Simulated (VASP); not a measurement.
# Ge (I4_1/amd) in VASP: notebook, part 2 of 2

VASP 6.6.1. Earlier steps stand in the parts before.

### 4 Single point, PBEsol+D4

This run uses another cell than the first one, of 17.94 Å³/atom.

File INCAR:

```
  PREC = Accurate
  ENCUT = 520
  EDIFF = 1E-6
  ISMEAR = -1
  SIGMA = 0.05
  LREAL = F
  LASPH = T
  NELM = 60
  ALGO = Normal
  ISIF = 2
  LWAVE = F
  LCHARG = T
  GGA = PS
  IVDW = 13
  LELF = T
  LVHAR = T
  NBANDS = 21
```

File KPOINTS:

```
Automatic mesh
0
Gamma
  11 11 11
```

File POSCAR:

```
Ge
1.0
   -2.5495576535      2.5495576535      1.3801327025
    2.5495576535     -2.5495576535      1.3801327025
    2.5495576535      2.5495576535     -1.3801327025
Ge
2
Direct
    0.5000000000      0.5000000000      0.0000000000
    0.2500000000      0.7500000000      0.5000000000
```

Run with:

```bash
cat potpaw_PBE.64/Ge_d/POTCAR > POTCAR
mpirun -np 1 vasp_std > vasp.out
```

Wall time 2.3 min (1 thread of Intel Xeon 8259CL, shared host); peak memory 0.22 GiB.

Results (log left out):

* Free energy: -9.9999 eV
* Pressure: -0.1 GPa
* Band gap on the k mesh: zero (bands 14 and 15 overlap by 4.90 eV)
* Dispersion energy per atom: -0.232 eV

Stress tensor (GPa, compression positive):
```
-0.11  0.00  0.00
 0.00 -0.11  0.00
 0.00  0.00  0.00
```

Levels at points of the mesh, in eV from the Fermi level:
```tsv
k point	band 12	band 13	band 14	band 15	band 16	band 17
(0.00, 0.00, 0.00)	-4.03	-2.49	-2.49	3.12	7.74	7.74
```

Caveat: the PAW data sets were made with another functional, which shifts forces and pressure a little.

### 5 Single point, PBE

This run uses another cell than the first one, of 18.52 Å³/atom.

File INCAR:

```
ALGO = Normal ; EDIFF = 1E-7
ENCUT = 520 ; GGA = PE
ISIF = 2 ; ISMEAR = 0
LASPH = T ; LCHARG = F
LREAL = F ; LWAVE = F
NBANDS = 21 ; NELM = 80
PREC = Accurate ; SIGMA = 0.025
```

File KPOINTS:

```
k-points
0
Gamma
  11 11 11
```

File POSCAR:

```
Ge
1.0
   -2.5744897190      2.5744897190      1.3974126432
    2.5744897190     -2.5744897190      1.3974126432
    2.5744897190      2.5744897190     -1.3974126432
Ge
2
Direct
    0.5000000000      0.5000000000      0.0000000000
    0.2500000000      0.7500000000      0.5000000000
```

Potentials or basis: VASP PAW PBE potentials, release 64 (Ge_d).

Run with:

```bash
cat potpaw_PBE.64/Ge_d/POTCAR > POTCAR
mpirun -np 1 vasp_std > vasp.out
```

OUTCAR:

```text
EDIFF = 1E-7
   ENCUT = 520
   GGA = PE
   ISIF = 2
   ISMEAR = 0
   LASPH = T
   LREAL = F
   NELM = 80
   PREC = Accurate

 ion  position               nearest neighbor table
   1  0.500  0.500  0.000-   2 2.67   2 2.67   2 2.67   2 2.67
   2  0.250  0.750  0.500-   1 2.67   1 2.67   1 2.67   1 2.67

  LATTYP: Found a body centered tetragonal cell.
 ALAT       =     5.1489794380
 C/A-ratio  =     0.5427920853

  Lattice vectors:

 A1 = (  -2.5744897190,   2.5744897190,   1.3974126432)
 A2 = (   2.5744897190,  -2.5744897190,   1.3974126432)
 A3 = (   2.5744897190,   2.5744897190,  -1.3974126432)

Analysis of symmetry for initial positions (statically):
=====================================================================
 Subroutine PRICEL returns:
 Original cell was already a primitive cell.

 Routine SETGRP: Setting up the symmetry group for a
 body centered tetragonal supercell.

 Subroutine GETGRP returns: Found 16 space group operations
 (whereof  8 operations were pure point group operations)
 out of a pool of 16 trial point group operations.

The static configuration has the point symmetry D_2d.
 The point group associated with its full space group is D_4h.

Analysis of symmetry for dynamics (positions and initial velocities):
=====================================================================
 Subroutine PRICEL returns:
 Original cell was already a primitive cell.

 Routine SETGRP: Setting up the symmetry group for a
 body centered tetragonal supercell.

 Subroutine GETGRP returns: Found 16 space group operations
 (whereof  8 operations were pure point group operations)
 out of a pool of 16 trial point group operations.

The dynamic configuration has the point symmetry D_2d.
 The point group associated with its full space group is D_4h.

 Subroutine INISYM returns: Found 16 space group operations
 (whereof  8 operations are pure point group operations),
 and found     1 'primitive' translations

----------------------------------------------------------------------------------------

                                     Primitive cell

  volume of cell :      37.0482

  direct lattice vectors                    reciprocal lattice vectors
    -2.574489719  2.574489719  1.397412643     0.000000000  0.194213244  0.357804119
     2.574489719 -2.574489719  1.397412643     0.194213244  0.000000000  0.357804119
     2.574489719  2.574489719 -1.397412643     0.194213244  0.194213244  0.000000000

  length of vectors
     3.899840602  3.899840602  3.899840602     0.407114937  0.407114937  0.274659004

  position of ions in fractional coordinates (direct lattice)
     0.500000000  0.500000000  0.000000000
     0.250000000  0.750000000  0.500000000

  ion indices of the primitive-cell ions
   primitive index   ion index
                 1           1
                 2           2

----------------------------------------------------------------------------------------

 KPOINTS: k-points

Automatic generation of k-mesh.
 Grid dimensions read from file:
 generate k-points for:   11   11   11

 Generating k-lattice:

  Cartesian coordinates                     Fractional coordinates (reciprocal lattice)
     0.000000000  0.017655749  0.032527647     0.090909091 -0.000000000  0.000000000
     0.017655749  0.000000000  0.032527647    -0.000000000  0.090909091  0.000000000
     0.017655749  0.017655749  0.000000000     0.000000000  0.000000000  0.090909091

  Length of vectors
     0.037010449  0.037010449  0.024969000

  Shift w.r.t. Gamma in fractional coordinates (k-lattice)
     0.000000000  0.000000000  0.000000000

 Subroutine IBZKPT returns following result:
 ===========================================

 Found    126 irreducible k-points:

 Following reciprocal coordinates:
            Coordinates               Weight
  0.000000  0.000000  0.000000      1.000000
  0.090909  0.000000 -0.000000      8.000000
  0.181818  0.000000 -0.000000      8.000000
  0.272727  0.000000  0.000000      8.000000
  0.363636  0.000000 -0.000000      8.000000
  0.454545  0.000000 -0.000000      8.000000
[... 16 lines left out ...]
 -0.272727  0.181818  0.000000     16.000000
 -0.181818  0.181818  0.000000      4.000000
 [... further k-points ...]
   k-points           NKPTS =    126   k-points in BZ     NKDIM =    126   number of bands    NBANDS=     21
   number of dos      NEDOS =    301   number of ions     NIONS =      2
   total plane-waves  NPLWV =  27000
   dimension x,y,z NGX =    30 NGY =   30 NGZ =   30
   dimension x,y,z NGXF=    60 NGYF=   60 NGZF=   60
   ions per type =               2
   NGX,Y,Z   is equivalent  to a cutoff of  12.79, 12.79, 12.79 a.u.
   NGXF,Y,Z  is equivalent  to a cutoff of  25.58, 25.58, 25.58 a.u.
 SYSTEM =  unknown system
   PREC   = accura    normal or accurate (medium, high low for compatibility)
   ISTART =      0    job   : 0-new  1-cont  2-samecut
   ICHARG =      2    charge: 1-file 2-atom 10-const
   ISPIN  =      1    spin polarized calculation?
   LNONCOLLINEAR =      F non collinear calculations
   LSORBIT =      F    spin-orbit coupling
   LASPH  =      T    aspherical Exc in radial PAW
   ENCUT  =  520.0 eV  38.22 Ry    6.18 a.u.   7.25  7.25  7.25*2*pi/ulx,y,z
   NELM   =     80;   NELMIN=  2; NELMDL= -5     # of ELM steps
   EDIFF  = 0.1E-06   stopping-criterion for ELM
   LREAL  =      F    real-space projection
   EDIFFG = 0.1E-05   stopping-criterion for IOM
   NSW    =      0    number of steps for IOM
   IBRION =     -1    ionic relax: 0-MD 1-quasi-New 2-CG
   NFREE  =      0    steps in history (QN), initial steepest desc. (CG)
   ISIF   =      2    stress and relaxation
   ISYM   =      2    0-nonsym 1-usesym 2-fastsym
   POTIM  = 0.5000    time-step for ionic-motion
   TEBEG  =    0.0;   TEEND  =   0.0 temperature during run
   PSTRESS=    0.0 pullay stress
   NELECT =      28.0000    total number of electrons
   NUPDOWN=      -1.0000    fix difference up-down
   EMIN   =  10.00;   EMAX   =-10.00  energy-range for DOS
   EFERMI =   0.00;   METHOD = LEGACY
   ISMEAR =     0;   SIGMA  =   0.03  broadening in eV -4-tet -1-fermi 0-gaus
   EFERMI_NEDOS =   21; number of points for ismear=-14 and -15
   IALGO  =     38    algorithm
   IMIX   =      4    mixing-type and parameters
     AMIX     =   0.40;   BMIX     =  1.00
     AMIX_MAG =   1.60;   BMIX_MAG =  1.00
  volume/ion in A,a.u.               =      18.52       125.01
  Fermi-wavevector in a.u.,A,eV,Ry     =   1.491209  2.817976 30.255333  2.223704
  Thomas-Fermi vector in A             =   2.603893
   LORBIT       =      0    0 simple, 1 ext, 2 COOP (PROOUT), +10 PAW based schemes
   GGA     = PE    functional components
   LHFCALC =     F    Hartree Fock is set to
   AEXX    =    0.0000 exact exchange contribution
   IVDW    =     0    specifies the selected vdW correction
   LEPSILON=     F    determine dielectric tensor
   LRPA    =     F    only Hartree local field effects (RPA)
 non-spin polarized calculation
 Gauss-broadening in eV      SIGMA  =   0.03
  energy-cutoff  :      520.00
  volume of cell :       37.05
 maximum number of plane-waves:      1029
 NGX is ok and might be reduce to    30
   NGX = 15   NGY = 15   NGZ = 15

 number of electron      28.0000028 magnetization

 Free energy of the ion-electron system (eV)
  ---------------------------------------------------
  ext. energy  EPLUGINS =         0.00000000
  ---------------------------------------------------
  free energy    TOTEN  =        -8.56004683 eV

  energy without entropy =       -8.55940383  energy(sigma->0) =       -8.55972533

 E-fermi :   6.8475     XC(G=0): -11.3193

 val. band max:        6.8460496989   @ k =  -0.4545   0.0909   0.0000
 cond. band min:       6.8575223691   @ k =   0.2727   0.0909   0.0909
 fundamental gap:      0.0114726701
 Fermi energy:         6.8474752734

 k-point     1 :       0.0000    0.0000    0.0000
  band No.  band energies     occupation
      1     -17.9539      2.00000
      2     -17.9103      2.00000
      3     -17.8784      2.00000
      4     -17.8781      2.00000
      5     -17.7726      2.00000
      6     -17.7726      2.00000
[... 13 lines left out ...]
     20      18.3562      0.00000
     21      19.3361      0.00000

 k-point     2 :       0.0909    0.0000   -0.0000
  band No.  band energies     occupation
      1     -17.9507      2.00000
      2     -17.8993      2.00000
      3     -17.8742      2.00000
      4     -17.8648      2.00000
      5     -17.7811      2.00000
      6     -17.7797      2.00000
[... 520 lines left out ...]
 k-point    24 :      -0.1818    0.1818    0.0000
  band No.  band energies     occupation
      1     -17.9366      2.00000
      2     -17.9131      2.00000
      3     -17.8875      2.00000
      4     -17.8630      2.00000
      5     -17.7806      2.00000
      6     -17.7646      2.00000
[... 13 lines left out ...]
     20      19.0104      0.00000
     21      19.4195      0.00000

 [... further k-points ...]
[... 5 lines left out ...]
  --------------------------------------------------------------------------------------
  -------------------------------------------------------------------------------------
  Total        0.7182181      0.7182181      0.8139809      0.0000000      0.0000000      0.0000000
  in kB       31.0598901     31.0598901     35.2012284      0.0000000      0.0000000      0.0000000
  external PRESSURE =      32.4403362 kB  Pullay stress =       0.0000000 kB

 VOLUME and BASIS-vectors are now :
 -----------------------------------------------------------------------------
  energy-cutoff  :      520.00
  volume of cell :       37.05
      direct lattice vectors                 reciprocal lattice vectors
    -2.574489719  2.574489719  1.397412643     0.000000000  0.194213244  0.357804119
     2.574489719 -2.574489719  1.397412643     0.194213244  0.000000000  0.357804119
     2.574489719  2.574489719 -1.397412643     0.194213244  0.194213244  0.000000000

 POSITION                                       TOTAL-FORCE (eV/Angst)
 -----------------------------------------------------------------------------------
      0.00000      0.00000      1.39741         0.000000      0.000000      0.000000
      2.57449      0.00000      0.69871        -0.000000     -0.000000     -0.000000
 -----------------------------------------------------------------------------------
    total drift:                                0.000000     -0.000000      0.000000

  FREE ENERGIE OF THE ION-ELECTRON SYSTEM (eV)
  ---------------------------------------------------
  free  energy   TOTEN  =        -8.5600468318 eV

  energy  without entropy=       -8.5594038253  energy(sigma->0) =       -8.55972533
```

Run time: 2.6 min. Hardware: 1 thread of Intel Xeon 8259CL, shared host; peak memory 0.22 GiB.

What came out:

```yaml
Free_energy: -8.5600 eV
Pressure: 3.2 GPa
Band_gap_on_the_k_mesh: zero (bands 14 and 15 overlap by 4.71 eV)
```

Caveat: the cell stands under pressure.

### 6 Single point, PBE

This run uses another cell than the first one, of 18.52 Å³/atom.

File INCAR:

```
PREC = Accurate
ENCUT = 520
EDIFF = 1E-7
ISMEAR = 0
SIGMA = 0.027000000000000003
LREAL = False
LASPH = True
NELM = 100
ALGO = Normal
ISIF = 2
LWAVE = False
LCHARG = False
GGA = PE
NBANDS = 21
```

File KPOINTS:

```
regular mesh
0
Gamma
  11 11 11
```

POSCAR is that of step 5.

Potentials or basis: VASP PAW PBE potentials, release 64 (Ge_d).

Run with:

```bash
cat potpaw_PBE.64/Ge_d/POTCAR > POTCAR
mpirun -np 1 vasp_std > vasp.out
```

Wall time 2.5 min (1 thread of Intel Xeon 8259CL, shared host); peak memory 0.22 GiB.

Results (log left out):

- Free energy: -8.5601 eV
- Pressure: 3.2 GPa
- Band gap on the k mesh: zero (bands 14 and 15 overlap by 4.71 eV)

Stress tensor (GPa, compression positive):
```
3.11 0.00 0.00
0.00 3.11 0.00
0.00 0.00 3.50
```

Levels at points of the mesh, in eV from the Fermi level:
```
           k point  band 11  band 12  band 13  band 14  band 15  band 16  band 17  band 18
(0.00, 0.00, 0.00)   -13.35    -4.11    -2.39    -2.39     3.24     7.56     7.56     8.11
```

Caveat: the cell stands under pressure.

### 7 Summary

```csv
level,cell,smearing,gap on the mesh (eV),pressure (GPa)
RPBE+D3(BJ),"a = 3.691 Å, angles 97.3, 97.3, 138.2°, 2 atoms",fermi-dirac 0.05 eV,none,0.1
PBEsol+D3(BJ),"a = 3.841 Å, angles 97.4, 97.4, 138.1°, 2 atoms",fermi-dirac 0.05 eV,none,0.0
PBEsol+D4,"a = 3.861 Å, angles 97.3, 97.3, 138.1°, 2 atoms",fermi-dirac 0.05 eV,none,-0.1
PBE,"a = 3.900 Å, angles 97.4, 97.4, 138.0°, 2 atoms",gaussian 0.025 eV,none,3.2
PBE,"a = 3.900 Å, angles 97.4, 97.4, 138.0°, 2 atoms",gaussian 0.027 eV,none,3.2
```

Alike in all rows: task single point; potentials or basis VASP PAW PBE potentials, release 64 (Ge_d); no spin polarisation; k mesh 11 × 11 × 11; cutoff (eV) 520.

Caveats: the PAW data sets were made with another functional, which shifts forces and pressure a little (at least some runs); the cell stands under pressure (at least some runs); the dispersion term is far too large for a dense solid, which distorts pressure and volume (at least some runs).

Total energies depend on the potentials used, so only differences within one code and one set of settings carry meaning.

The gap in the log of VASP goes by the Fermi energy; the results here count the filled bands.